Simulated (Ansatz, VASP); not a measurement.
# TiAl3 in VASP and in Ansatz

```xyz
4
Lattice="2.8781 0.0000 0.0000 0.0000 4.0238 0.0000 0.0000 0.0000 5.6401" Properties=species:S:1:pos:R:3 pbc="T T T"
Ti    0.0000    0.0000    0.0000
Al    0.0000    0.0000    2.8201
Al    1.4390    2.0119    4.2522
Al    1.4390    2.0119    1.3879
```

Change from the starting cell: species swapped into the Mn3Fe type (Pmmm, No. 47).

Alike in both runs: task single point; functional PBE; k mesh 6 × 4 × 4; occupations gaussian, width 0.1 eV; collinear spin.

|  | VASP | Ansatz |
| --- | --- | --- |
| version | VASP 6.6.1 | Ansatz 0.2.0 |
| potentials or method | VASP PAW PBE potentials, release 64 (Ti_sv, Al), cutoff 520 eV | scalar-relativistic, plane waves, PAW |
| valence electrons in the cell | 21 | 21 |

VASP gave:

```
gap on the k mesh at the Fermi level (eV)                     : none
pressure (GPa)                                                : -0.3
traceless stress, the component that is largest in VASP (GPa) : 3.82
rms of the force components (eV/Å)                            : 0.030
net moment per atom (μB)                                      : 0.00
```

**Question.** What did Ansatz give for the same quantities?

**Answer.** gap on the k mesh at the Fermi level (eV): none; pressure (GPa): -0.2; traceless stress, the component that is largest in VASP (GPa): 3.82; rms of the force components (eV/Å): 0.031; net moment per atom (μB): 0.00.

Atom by atom the forces differ by 0.001 eV/Å (rms over components). A gap of «none» marks a metal or a gap that the smearing closes. Ansatz's warnings: seeded moment not kept.

The k mesh is coarse, so the values compare programs but aren't converged.
